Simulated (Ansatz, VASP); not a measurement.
V: VASP beside Ansatz

Contents of INCAR:

```
  PREC = Accurate
  ENCUT = 500
  EDIFF = 1E-6
  ISMEAR = -1
  SIGMA = 0.1
  LREAL = False
  LASPH = True
  NELM = 200
  ALGO = Normal
  ISIF = 2
  LWAVE = False
  LCHARG = False
  ISPIN = 2
  MAGMOM = 1
  LORBIT = 11
  LMAXMIX = 4
  GGA = B5
  ALDAX = 1.0
  AGGAX = 1.0
  AGGAC = 1.0
  ALDAC = 0.0
  NBANDS = 16
  GGA_COMPAT = False
```

File KPOINTS:

```
regular mesh
0
Gamma
  8 8 8
```

POSCAR

```
V
1.0
   -1.5123953050      1.5123953050      1.5123953050
    1.5123953050     -1.5123953050      1.5123953050
    1.5123953050      1.5123953050     -1.5123953050
V
1
Direct
    0.0000000000      0.0000000000      0.0000000000
```

Input for Ansatz:

```yaml
crystal:
  lattice:
    - [-1.512395305, 1.512395305, 1.512395305]
    - [1.512395305, -1.512395305, 1.512395305]
    - [1.512395305, 1.512395305, -1.512395305]
  atoms:
    - { symbol: V, position: [0.0, 0.0, 0.0], spin: 1.0 }
hamiltonian:
  xc: blyp
  pseudopotentials:
    kind: paw
    azcp:
      V: "pseudopotentials/V.paw.azcp"
basis:
  ecutwfc: 420
  fft_grid_basis: typed
kpoints:
  mp_grid: { grid: [8, 8, 8], shift: [0, 0, 0] }
magnetization:
  spin_polarized: true
scf:
  occupations: { method: fermi_dirac, width: 0.1 }
```

Alike in both runs: task single point; functional BLYP; k mesh 8 × 8 × 8; occupations fermi-dirac, width 0.1 eV; collinear spin.

```csv
,VASP,Ansatz
version,VASP 6.6.1,Ansatz 0.2.0
potentials or method,"VASP PAW PBE potentials, release 64 (V_sv), cutoff 500 eV","plane waves (420 eV) with PAW, scalar-relativistic"
valence electrons in the cell,13,13
```

|  | VASP | Ansatz | Ansatz less VASP |
| --- | --- | --- | --- |
| net moment per atom (μB) | 0.00 | 0.00 | -0.001 |

VASP's potentials were made for PBE, not for BLYP. Ansatz's warnings: seeded moment not kept.

The k mesh is coarse, so the values compare programs but aren't converged.
